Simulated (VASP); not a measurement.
# LiF (Fm-3m) in VASP: notebook, part 2 of 2

VASP 6.6.1. The steps go on from the part before.

## 4. Single point, PBE

This run uses another cell than the first one, of 7.74 Å³/atom, 1.043 times its volume.

INCAR reads:

```
SYSTEM = LiF
PREC = Accurate
ENCUT = 750
EDIFF = 1E-6
ISMEAR = 0
SIGMA = 0.01
LREAL = .False.
LASPH = .True.
NELM = 120
ALGO = Normal
ISIF = 2
LWAVE = .False.
LCHARG = .False.
GGA = PE
NBANDS = 12
GGA_COMPAT = .False.
```

KPOINTS reads:

```
regular mesh
0
Gamma
  4 4 4
  0 0 0
```

POSCAR reads:

```
LiF
1.0
    0.0000000000      1.9779020836      1.9779020836
    1.9779020836      0.0000000000      1.9779020836
    1.9779020836      1.9779020836      0.0000000000
Li F
1 1
Direct
    0.0000000000      0.0000000000      0.0000000000
    0.5000000000      0.5000000000      0.5000000000
```

Potentials or basis: VASP PAW PBE potentials, release 64 (Li_sv, F).

Command:

```sh
$ cat potpaw_PBE.64/Li_sv/POTCAR potpaw_PBE.64/F/POTCAR > POTCAR
$ mpirun -np 1 vasp_std > vasp.out
```

OUTCAR:

```text
SYSTEM = LiF
   PREC = Accurate
   ENCUT = 750
   EDIFF = 1E-6
   ISMEAR = 0
   LREAL = .False.
   LASPH = .True.
   NELM = 120
   ISIF = 2
   GGA = PE

 ion  position               nearest neighbor table
   1  0.000  0.000  0.000-   2 1.98   2 1.98   2 1.98   2 1.98   2 1.98   2 1.98
   2  0.500  0.500  0.500-   1 1.98   1 1.98   1 1.98   1 1.98   1 1.98   1 1.98

  LATTYP: Found a face centered cubic cell.
 ALAT       =     3.9558041672

  Lattice vectors:

 A1 = (   0.0000000000,   1.9779020836,   1.9779020836)
 A2 = (   1.9779020836,   0.0000000000,   1.9779020836)
 A3 = (   1.9779020836,   1.9779020836,   0.0000000000)

Analysis of symmetry for initial positions (statically):
[... 5 lines left out ...]
 face centered cubic supercell.

 Subroutine GETGRP returns: Found 48 space group operations
 (whereof 48 operations were pure point group operations)
 out of a pool of 48 trial point group operations.

The static configuration has the point symmetry O_h .

Analysis of symmetry for dynamics (positions and initial velocities):
[... 5 lines left out ...]
 face centered cubic supercell.

 Subroutine GETGRP returns: Found 48 space group operations
 (whereof 48 operations were pure point group operations)
 out of a pool of 48 trial point group operations.

The dynamic configuration has the point symmetry O_h .

 Subroutine INISYM returns: Found 48 space group operations
 (whereof 48 operations are pure point group operations),
 and found     1 'primitive' translations

----------------------------------------------------------------------------------------

                                     Primitive cell

  volume of cell :      15.4755

  direct lattice vectors                    reciprocal lattice vectors
     0.000000000  1.977902084  1.977902084    -0.252793100  0.252793100  0.252793100
     1.977902084  0.000000000  1.977902084     0.252793100 -0.252793100  0.252793100
     1.977902084  1.977902084  0.000000000     0.252793100  0.252793100 -0.252793100

  length of vectors
     2.797175952  2.797175952  2.797175952     0.437850494  0.437850494  0.437850494

[... 91 lines left out ...]
   IVDW    =     0    specifies the selected vdW correction
   LEPSILON=     F    determine dielectric tensor
   LRPA    =     F    only Hartree local field effects (RPA)
 non-spin polarized calculation
 Gauss-broadening in eV      SIGMA  =   0.01
  energy-cutoff  :      750.00
  volume of cell :       15.48
 maximum number of plane-waves:       740
 NGX is ok and might be reduce to    28
   NGX = 13   NGY = 13   NGZ = 13

 number of electron      10.0000002 magnetization

 Free energy of the ion-electron system (eV)
  ---------------------------------------------------
  ext. energy  EPLUGINS =         0.00000000
  ---------------------------------------------------
  free energy    TOTEN  =        -9.61827144 eV

  energy without entropy =       -9.61827144  energy(sigma->0) =       -9.61827144

 E-fermi :  -0.4954     XC(G=0): -10.2512

 val. band max:       -0.6857958645   @ k =   0.0000   0.0000   0.0000
 cond. band min:       8.8877502449   @ k =   0.0000   0.0000   0.0000
 fundamental gap:      9.5735461094
 Fermi energy:        -0.4954334036

 k-point     1 :       0.0000    0.0000    0.0000
  band No.  band energies     occupation
      1     -41.4809      2.00000
      2     -20.8121      2.00000
      3      -0.6858      2.00000
      4      -0.6858      2.00000
      5      -0.6858      2.00000
      6       8.8878      0.00000
      7      24.0102      0.00000
      8      24.0102      0.00000
      9      24.0102      0.00000
     10      24.1824      0.00000
     11      24.1824      0.00000
     12      24.1824      0.00000
[... 91 lines left out ...]
 k-point     8 :      -0.2500    0.5000    0.2500
  band No.  band energies     occupation
      1     -41.3872      2.00000
      2     -20.0602      2.00000
      3      -2.9341      2.00000
      4      -2.9341      2.00000
      5      -1.5370      2.00000
      6      14.8106      0.00000
      7      14.8106      0.00000
      8      17.2793      0.00000
      9      19.2681      0.00000
     10      27.4975      0.00000
     11      27.4975      0.00000
     12      34.4978      0.00000

------------------------ aborting loop because EDIFF is reached ----------------------------------------

  FORCE on cell =-STRESS in cart. coord.  units (eV):
  Direction    XX          YY          ZZ          XY          YZ          ZX
  --------------------------------------------------------------------------------------
  -------------------------------------------------------------------------------------
  Total        0.5777898      0.5777898      0.5777898     -0.0000000     -0.0000000      0.0000000
  in kB       59.8185784     59.8185784     59.8185784     -0.0000000     -0.0000000      0.0000000
  external PRESSURE =      59.8185784 kB  Pullay stress =       0.0000000 kB

 VOLUME and BASIS-vectors are now :
 -----------------------------------------------------------------------------
  energy-cutoff  :      750.00
  volume of cell :       15.48
      direct lattice vectors                 reciprocal lattice vectors
     0.000000000  1.977902084  1.977902084    -0.252793100  0.252793100  0.252793100
     1.977902084  0.000000000  1.977902084     0.252793100 -0.252793100  0.252793100
     1.977902084  1.977902084  0.000000000     0.252793100  0.252793100 -0.252793100

 POSITION                                       TOTAL-FORCE (eV/Angst)
 -----------------------------------------------------------------------------------
      0.00000      0.00000      0.00000        -0.000000     -0.000000     -0.000000
      1.97790      1.97790      1.97790         0.000000      0.000000      0.000000
 -----------------------------------------------------------------------------------
    total drift:                                0.000000      0.000000      0.000000

  FREE ENERGIE OF THE ION-ELECTRON SYSTEM (eV)
  ---------------------------------------------------
  free  energy   TOTEN  =        -9.6182714382 eV

  energy  without entropy=       -9.6182714382  energy(sigma->0) =       -9.61827144
```

OSZICAR:

```text
N       E                     dE             d eps       ncg     rms          rms(c)
DAV:   1     0.436736872754E+02    0.43674E+02   -0.68452E+03   192   0.113E+03
DAV:   2    -0.877762345775E+01   -0.52451E+02   -0.51338E+02   232   0.231E+02
DAV:   3    -0.101087298479E+02   -0.13311E+01   -0.13270E+01   232   0.331E+01
DAV:   4    -0.101276715392E+02   -0.18942E-01   -0.18940E-01   240   0.403E+00
DAV:   5    -0.101277393943E+02   -0.67855E-04   -0.67855E-04   236   0.162E-01    0.453E+00
DAV:   6    -0.960922246003E+01    0.51852E+00   -0.23814E+00   216   0.980E+00    0.138E+00
DAV:   7    -0.961235271398E+01   -0.31303E-02   -0.18770E-02   252   0.125E+00    0.861E-01
DAV:   8    -0.961815932593E+01   -0.58066E-02   -0.14663E-02   248   0.132E+00    0.110E-01
DAV:   9    -0.961818514876E+01   -0.25823E-04   -0.87350E-04   216   0.277E-01    0.439E-02
DAV:  10    -0.961827219096E+01   -0.87042E-04   -0.13068E-04   216   0.914E-02    0.140E-02
DAV:  11    -0.961827143819E+01    0.75276E-06   -0.47495E-06   244   0.216E-02
   1 F= -.96182714E+01 E0= -.96182714E+01  d E =-.110482-160
```

Wall time 4.7 s (1 thread of Intel Xeon 6975P-C, shared host); peak memory 0.14 GiB.

What came out:

```
Free energy            : -9.6183 eV
Pressure               : 6.0 GPa
Band gap on the k mesh : 9.57 eV, direct
```

Levels at points of the mesh, in eV from the valence-band top:
| k point | band 2 | band 3 | band 4 | band 5 | band 6 | band 7 | band 8 | band 9 |
| --- | --- | --- | --- | --- | --- | --- | --- | --- |
| (0.00, 0.00, 0.00) | -20.13 | 0.00 | 0.00 | 0.00 | 9.57 | 24.70 | 24.70 | 24.70 |
| (0.50, 0.00, 0.00) | -19.65 | -2.69 | -0.25 | -0.25 | 11.07 | 17.38 | 19.34 | 19.34 |
| (0.50, 0.50, 0.00) | -19.34 | -3.25 | -1.08 | -1.08 | 15.33 | 16.73 | 18.10 | 20.89 |

Caveat: the k points lie up to 0.69 Å⁻¹ apart.

## 5. Single point, PBE

This run uses another cell than the first one, of 8.06 Å³/atom, 1.087 times its volume.

INCAR reads:

```
SYSTEM = LiF
  PREC = Accurate
  ENCUT = 750
  EDIFF = 1E-6
  ISMEAR = 0
  SIGMA = 0.01
  LREAL = .FALSE.
  LASPH = .TRUE.
  NELM = 120
  ALGO = Normal
  ISIF = 2
  LWAVE = .FALSE.
  LCHARG = .FALSE.
  GGA = PE
  NBANDS = 12
  GGA_COMPAT = .FALSE.
```

KPOINTS reads:

```
regular mesh
0
G
  6 6 6
  0 0 0
```

POSCAR reads:

```
LiF
1.0
    0.0000000000      2.0050000000      2.0050000000
    2.0050000000      0.0000000000      2.0050000000
    2.0050000000      2.0050000000      0.0000000000
Li F
1 1
Direct
    0.0000000000      0.0000000000      0.0000000000
    0.5000000000      0.5000000000      0.5000000000
```

Command:

```sh
$ cat potpaw_PBE.64/Li_sv/POTCAR potpaw_PBE.64/F/POTCAR > POTCAR
$ mpirun -np 1 vasp_std > vasp.out
```

It took 5.9 s on 1 thread of Intel Xeon 6975P-C, shared host; peak memory 0.15 GiB.

It converged, with:

```yaml
Free_energy: -9.6392 eV
Pressure: 2.4 GPa
Band_gap_on_the_k_mesh: 9.20 eV, direct
```

Levels at points of the mesh, in eV from the valence-band top:
```tsv
k point	band 1	band 2	band 3	band 4	band 5	band 6	band 7	band 8	band 9	band 10
(0.00, 0.00, 0.00)	-40.88	-20.01	0.00	0.00	0.00	9.20	24.15	24.15	24.15	24.46
(0.50, 0.00, 0.00)	-40.81	-19.56	-2.56	-0.23	-0.23	10.85	16.89	19.01	19.01	30.59
(0.50, 0.50, 0.00)	-40.80	-19.29	-3.06	-1.02	-1.02	14.94	16.54	17.60	20.40	20.40
```

Caveat: the k points lie up to 0.45 Å⁻¹ apart.

## 6. Single point, PBE

This run uses another cell than the first one, of 8.06 Å³/atom, 1.087 times its volume.

INCAR reads:

```
PREC = Accurate
ENCUT = 750
EDIFF = 1E-6
ISMEAR = 0
SIGMA = 0.01
LREAL = False
LASPH = True
NELM = 120
ALGO = Normal
ISIF = 2
LWAVE = False
LCHARG = False
GGA = PE
NBANDS = 12
GGA_COMPAT = False
```

KPOINTS reads:

```
Automatic mesh
0
Gamma
  3 3 3
```

POSCAR is that of step 5.

Potentials or basis: VASP PAW PBE potentials, release 64 (Li_sv, F).

Command:

```sh
$ cat potpaw_PBE.64/Li_sv/POTCAR potpaw_PBE.64/F/POTCAR > POTCAR
$ mpirun -np 1 vasp_std > vasp.out
```

It took 4.9 s on 1 thread of Intel Xeon 8259CL, shared host; peak memory 0.14 GiB.

The run converged. Its results:

* Free energy: -9.6183 eV
* Pressure: 2.9 GPa
* Band gap on the k mesh: 9.18 eV, direct

Levels at points of the mesh, in eV from the valence-band top:
```tsv
k point	band 1	band 2	band 3	band 4	band 5	band 6	band 7	band 8	band 9	band 10
(0.00, 0.00, 0.00)	-40.91	-20.01	0.00	0.00	0.00	9.18	24.13	24.13	24.13	24.44
```

Caveat: the k points lie up to 0.90 Å⁻¹ apart.

## 7. Summary

```tsv
cell	k mesh	gap on the mesh (eV)	pressure (GPa)
a = 2.758 Å, angles 60.0°, 2 atoms	4 × 4 × 4	9.99	10.3
a = 2.797 Å, angles 60.0°, 2 atoms	4 × 4 × 4	9.57	6.0
a = 2.835 Å, angles 60.0°, 2 atoms	6 × 6 × 6	9.20	2.4
a = 2.835 Å, angles 60.0°, 2 atoms	3 × 3 × 3	9.18	2.9
```

Alike in all rows: task single point; level PBE; potentials or basis VASP PAW PBE potentials, release 64 (Li_sv, F); no spin polarisation; cutoff (eV) 750; smearing gaussian 0.01 eV.

Caveats: all runs use coarse meshes.

Absolute energies hang on the potentials; compare differences alone.
